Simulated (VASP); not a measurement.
# PbO2 (Fm-3m) in VASP: further runs, part 2 of 2

VASP 6.6.1.

## (5) Single point, LDA (volume scaled by 0.94)

The input, INCAR:

```
PREC = Accurate
ENCUT = 520
EDIFF = 1E-6
ISMEAR = -1
SIGMA = 0.05
LREAL = False
LASPH = True
NELM = 80
ALGO = Normal
ISIF = 2
LWAVE = False
LCHARG = True
LELF = True
LVHAR = True
NBANDS = 20
```

The input, KPOINTS:

```
regular mesh
0
Gamma
  9 9 9
```

The input, POSCAR:

```
PbO2
1.0
    0.0000000000      2.6468338291      2.6468338291
    2.6468338291      0.0000000000      2.6468338291
    2.6468338291      2.6468338291      0.0000000000
Pb O
1 2
Direct
    0.0000000000      0.0000000000      0.0000000000
    0.7500000000      0.7500000000      0.7500000000
    0.2500000000      0.2500000000      0.2500000000
```

Potentials or basis: VASP PAW LDA potentials, release 64 (Pb_d, O).

The run is started by

```sh
$ cat potpaw_LDA.64/Pb_d/POTCAR potpaw_LDA.64/O/POTCAR > POTCAR
$ mpirun -np 1 vasp_std > vasp.out
```

OUTCAR:

```text
PREC = Accurate
   ENCUT = 520
   EDIFF = 1E-6
   ISMEAR = -1
   LREAL = False
   LASPH = True
   NELM = 80
   ISIF = 2

 ion  position               nearest neighbor table
   1  0.000  0.000  0.000-   2 2.29   2 2.29   2 2.29   2 2.29   3 2.29   3 2.29   3 2.29   3 2.29

   2  0.750  0.750  0.750-   1 2.29   1 2.29   1 2.29   1 2.29
   3  0.250  0.250  0.250-   1 2.29   1 2.29   1 2.29   1 2.29

  LATTYP: Found a face centered cubic cell.
 ALAT       =     5.2936676582

  Lattice vectors:

 A1 = (   0.0000000000,   2.6468338291,   2.6468338291)
 A2 = (   2.6468338291,   0.0000000000,   2.6468338291)
 A3 = (   2.6468338291,   2.6468338291,   0.0000000000)

Analysis of symmetry for initial positions (statically):
=====================================================================
 Subroutine PRICEL returns:
 Original cell was already a primitive cell.

 Routine SETGRP: Setting up the symmetry group for a
 face centered cubic supercell.

 Subroutine GETGRP returns: Found 48 space group operations
 (whereof 48 operations were pure point group operations)
 out of a pool of 48 trial point group operations.

The static configuration has the point symmetry O_h .

Analysis of symmetry for dynamics (positions and initial velocities):
=====================================================================
 Subroutine PRICEL returns:
 Original cell was already a primitive cell.

 Routine SETGRP: Setting up the symmetry group for a
 face centered cubic supercell.

 Subroutine GETGRP returns: Found 48 space group operations
 (whereof 48 operations were pure point group operations)
 out of a pool of 48 trial point group operations.

The dynamic configuration has the point symmetry O_h .

 Subroutine INISYM returns: Found 48 space group operations
 (whereof 48 operations are pure point group operations),
 and found     1 'primitive' translations

----------------------------------------------------------------------------------------

                                     Primitive cell

  volume of cell :      37.0860

  direct lattice vectors                    reciprocal lattice vectors
     0.000000000  2.646833829  2.646833829    -0.188904945  0.188904945  0.188904945
     2.646833829  0.000000000  2.646833829     0.188904945 -0.188904945  0.188904945
     2.646833829  2.646833829  0.000000000     0.188904945  0.188904945 -0.188904945

  length of vectors
     3.743188298  3.743188298  3.743188298     0.327192963  0.327192963  0.327192963

  position of ions in fractional coordinates (direct lattice)
     0.000000000  0.000000000  0.000000000
     0.750000000  0.750000000  0.750000000
     0.250000000  0.250000000  0.250000000

  ion indices of the primitive-cell ions
   primitive index   ion index
                 1           1
                 2           2
                 3           3

----------------------------------------------------------------------------------------

 KPOINTS: regular mesh

Automatic generation of k-mesh.
 Grid dimensions read from file:
 generate k-points for:    9    9    9

 Generating k-lattice:

  Cartesian coordinates                     Fractional coordinates (reciprocal lattice)
    -0.020989438  0.020989438  0.020989438     0.111111111  0.000000000  0.000000000
     0.020989438 -0.020989438  0.020989438     0.000000000  0.111111111  0.000000000
     0.020989438  0.020989438 -0.020989438     0.000000000  0.000000000  0.111111111

  Length of vectors
     0.036354774  0.036354774  0.036354774

  Shift w.r.t. Gamma in fractional coordinates (k-lattice)
     0.000000000  0.000000000  0.000000000

 Subroutine IBZKPT returns following result:
 ===========================================

 Found     35 irreducible k-points:

 Following reciprocal coordinates:
            Coordinates               Weight
  0.000000  0.000000  0.000000      1.000000
  0.111111  0.000000  0.000000      8.000000
  0.222222  0.000000  0.000000      8.000000
  0.333333  0.000000  0.000000      8.000000
  0.444444  0.000000  0.000000      8.000000
  0.111111  0.111111  0.000000      6.000000
[... 16 lines left out ...]
 -0.333333  0.333333  0.000000     12.000000
  0.444444  0.444444  0.000000      6.000000
 [... further k-points ...]
   k-points           NKPTS =     35   k-points in BZ     NKDIM =     35   number of bands    NBANDS=     20
   number of dos      NEDOS =    301   number of ions     NIONS =      3
   total plane-waves  NPLWV =  21952
   dimension x,y,z NGX =    28 NGY =   28 NGZ =   28
   dimension x,y,z NGXF=    56 NGYF=   56 NGZF=   56
   ions per type =               1   2
   NGX,Y,Z   is equivalent  to a cutoff of  12.44, 12.44, 12.44 a.u.
   NGXF,Y,Z  is equivalent  to a cutoff of  24.87, 24.87, 24.87 a.u.
 SYSTEM =  unknown system
   PREC   = accura    normal or accurate (medium, high low for compatibility)
   ISTART =      0    job   : 0-new  1-cont  2-samecut
   ICHARG =      2    charge: 1-file 2-atom 10-const
   ISPIN  =      1    spin polarized calculation?
   LNONCOLLINEAR =      F non collinear calculations
   LSORBIT =      F    spin-orbit coupling
   LASPH  =      T    aspherical Exc in radial PAW
   ENCUT  =  520.0 eV  38.22 Ry    6.18 a.u.   6.96  6.96  6.96*2*pi/ulx,y,z
   NELM   =     80;   NELMIN=  2; NELMDL= -5     # of ELM steps
   EDIFF  = 0.1E-05   stopping-criterion for ELM
   LREAL  =      F    real-space projection
   EDIFFG = 0.1E-04   stopping-criterion for IOM
   NSW    =      0    number of steps for IOM
   IBRION =     -1    ionic relax: 0-MD 1-quasi-New 2-CG
   NFREE  =      0    steps in history (QN), initial steepest desc. (CG)
   ISIF   =      2    stress and relaxation
   ISYM   =      2    0-nonsym 1-usesym 2-fastsym
   POTIM  = 0.5000    time-step for ionic-motion
   TEBEG  =    0.0;   TEEND  =   0.0 temperature during run
   PSTRESS=    0.0 pullay stress
   NELECT =      26.0000    total number of electrons
   NUPDOWN=      -1.0000    fix difference up-down
   EMIN   =  10.00;   EMAX   =-10.00  energy-range for DOS
   EFERMI =   0.00;   METHOD = LEGACY
   ISMEAR =    -1;   SIGMA  =   0.05  broadening in eV -4-tet -1-fermi 0-gaus
   EFERMI_NEDOS =   21; number of points for ismear=-14 and -15
   IALGO  =     38    algorithm
   IMIX   =      4    mixing-type and parameters
     AMIX     =   0.40;   BMIX     =  1.00
     AMIX_MAG =   1.60;   BMIX_MAG =  1.00
  volume/ion in A,a.u.               =      12.36        83.42
  Fermi-wavevector in a.u.,A,eV,Ry     =   1.454329  2.748283 28.777305  2.115072
  Thomas-Fermi vector in A             =   2.571492
   LORBIT       =      0    0 simple, 1 ext, 2 COOP (PROOUT), +10 PAW based schemes
   GGA     = CA    functional components
   LHFCALC =     F    Hartree Fock is set to
   AEXX    =    0.0000 exact exchange contribution
   IVDW    =     0    specifies the selected vdW correction
   LEPSILON=     F    determine dielectric tensor
   LRPA    =     F    only Hartree local field effects (RPA)
 non-spin polarized calculation
  energy-cutoff  :      520.00
  volume of cell :       37.09
 maximum number of plane-waves:      1018
   NGX = 13   NGY = 13   NGZ = 13

 number of electron      26.0000019 magnetization

 Free energy of the ion-electron system (eV)
  ---------------------------------------------------
  ext. energy  EPLUGINS =         0.00000000
  ---------------------------------------------------
  free energy    TOTEN  =       -18.14233543 eV

  energy without entropy =      -18.13656746  energy(sigma->0) =      -18.13945144

 E-fermi :   6.1645     XC(G=0): -12.0051

 val. band max:        6.1155270719   @ k =  -0.3333   0.4444   0.2222
 cond. band min:       6.8951895952   @ k =  -0.1111   0.1111   0.0000
 fundamental gap:      0.7796625232
 Fermi energy:         6.1644830193

 k-point     1 :       0.0000    0.0000    0.0000
  band No.  band energies     occupation
      1     -12.6532      2.00000
      2      -9.5587      2.00000
      3      -9.5587      2.00000
      4      -9.5587      2.00000
      5      -9.2651      2.00000
      6      -9.2287      2.00000
[... 12 lines left out ...]
     19      21.8572      0.00000
     20      21.8572      0.00000
[... 507 lines left out ...]
 k-point    24 :       0.4444    0.4444    0.0000
  band No.  band energies     occupation
      1     -11.6612      2.00000
      2     -11.0352      2.00000
      3      -9.3952      2.00000
      4      -9.2390      2.00000
      5      -9.2390      2.00000
      6      -9.1485      2.00000
[... 12 lines left out ...]
     19      22.1776      0.00000
     20      23.5297      0.00000

 [... further k-points ...]

------------------------ aborting loop because EDIFF is reached ----------------------------------------

  FORCE on cell =-STRESS in cart. coord.  units (eV):
  Direction    XX          YY          ZZ          XY          YZ          ZX
  --------------------------------------------------------------------------------------
  -------------------------------------------------------------------------------------
  Total       -0.2291815     -0.2291815     -0.2291815      0.0000000     -0.0000000      0.0000000
  in kB       -9.9010240     -9.9010240     -9.9010240      0.0000000     -0.0000000      0.0000000
  external PRESSURE =      -9.9010240 kB  Pullay stress =       0.0000000 kB

 VOLUME and BASIS-vectors are now :
 -----------------------------------------------------------------------------
  energy-cutoff  :      520.00
  volume of cell :       37.09
      direct lattice vectors                 reciprocal lattice vectors
     0.000000000  2.646833829  2.646833829    -0.188904945  0.188904945  0.188904945
     2.646833829  0.000000000  2.646833829     0.188904945 -0.188904945  0.188904945
     2.646833829  2.646833829  0.000000000     0.188904945  0.188904945 -0.188904945

 POSITION                                       TOTAL-FORCE (eV/Angst)
 -----------------------------------------------------------------------------------
      0.00000      0.00000      0.00000        -0.000000      0.000000      0.000000
      3.97025      3.97025      3.97025        -0.000000     -0.000000     -0.000000
      1.32342      1.32342      1.32342         0.000000      0.000000      0.000000
 -----------------------------------------------------------------------------------
    total drift:                                0.000000     -0.000000      0.000000

  FREE ENERGIE OF THE ION-ELECTRON SYSTEM (eV)
  ---------------------------------------------------
  free  energy   TOTEN  =       -18.1423354273 eV

  energy  without entropy=      -18.1365674575  energy(sigma->0) =      -18.13945144
```

OSZICAR:

```text
N       E                     dE             d eps       ncg     rms          rms(c)
DAV:   1     0.255307779686E+03    0.25531E+03   -0.13870E+04  1452   0.161E+03
DAV:   2     0.183573357754E+01   -0.25347E+03   -0.24032E+03  1496   0.423E+02
DAV:   3    -0.202684231948E+02   -0.22104E+02   -0.21729E+02  1660   0.130E+02
DAV:   4    -0.208842662399E+02   -0.61584E+00   -0.61504E+00  1564   0.217E+01
DAV:   5    -0.209025737669E+02   -0.18308E-01   -0.18306E-01  1912   0.396E+00    0.942E+00
DAV:   6    -0.182103666861E+02    0.26922E+01   -0.10651E+01  2104   0.430E+01    0.286E+00
DAV:   7    -0.181766759800E+02    0.33691E-01   -0.55548E-01  1568   0.774E+00    0.166E+00
DAV:   8    -0.181518459783E+02    0.24830E-01   -0.17845E-01  1600   0.405E+00    0.798E-01
DAV:   9    -0.181421826189E+02    0.96634E-02   -0.28868E-02  1912   0.208E+00    0.133E-01
DAV:  10    -0.181423464924E+02   -0.16387E-03   -0.31317E-03  1516   0.405E-01    0.452E-02
DAV:  11    -0.181423451261E+02    0.13663E-05   -0.32547E-05  1812   0.553E-02    0.320E-02
DAV:  12    -0.181423355199E+02    0.96062E-05   -0.30576E-05  1876   0.501E-02    0.771E-03
DAV:  13    -0.181423354273E+02    0.92577E-07   -0.24494E-06  1544   0.119E-02
   1 F= -.18142335E+02 E0= -.18139451E+02  d E =-.576797E-02
```

Run time: 25 s. Hardware: 1 thread of Intel Xeon Platinum 8488C (Sapphire Rapids), shared host; peak memory 0.16 GiB.

What came out:

| Quantity | Value |
| --- | --- |
| Free energy | -18.1423 eV |
| Pressure | -1.0 GPa |
| Band gap on the k mesh | zero (band 13 reaches 6.12 eV, above the bottom of band 14 at 4.81 eV) |

Caveat: spin-orbit coupling is left out, which moves the levels of the heavy elements.

## (6) Overview

```tsv
level	potentials or basis	cell	smearing	gap on the mesh (eV)	pressure (GPa)
BLYP+D4	VASP PAW PBE potentials, release 64 (Pb_d, O)	a = 3.847 Å, angles 60.0°, 3 atoms	fermi-dirac 0.025 eV	none	-1.7
BLYP+D4	VASP PAW PBE potentials, release 64 (Pb_d, O)	a = 3.871 Å, angles 60.0°, 3 atoms	fermi-dirac 0.025 eV	none	-3.9
BLYP+D4	VASP PAW PBE potentials, release 64 (Pb_d, O)	a = 3.896 Å, angles 60.0°, 3 atoms	fermi-dirac 0.025 eV	none	-5.8
LDA	VASP PAW LDA potentials, release 64 (Pb_d, O)	a = 3.743 Å, angles 60.0°, 3 atoms	fermi-dirac 0.05 eV	none	-1.0
```

Alike in all rows: task single point; no spin polarisation; k mesh 9 × 9 × 9; cutoff (eV) 520.

Caveats: spin-orbit coupling is left out, which moves the levels of the heavy elements; the PAW data sets were made with another functional, which shifts forces and pressure a little (some runs); pairwise dispersion overbinds metals, which lowers pressure and volume (some runs).

Total energies depend on the potentials used, so only differences within one code and one set of settings carry meaning.
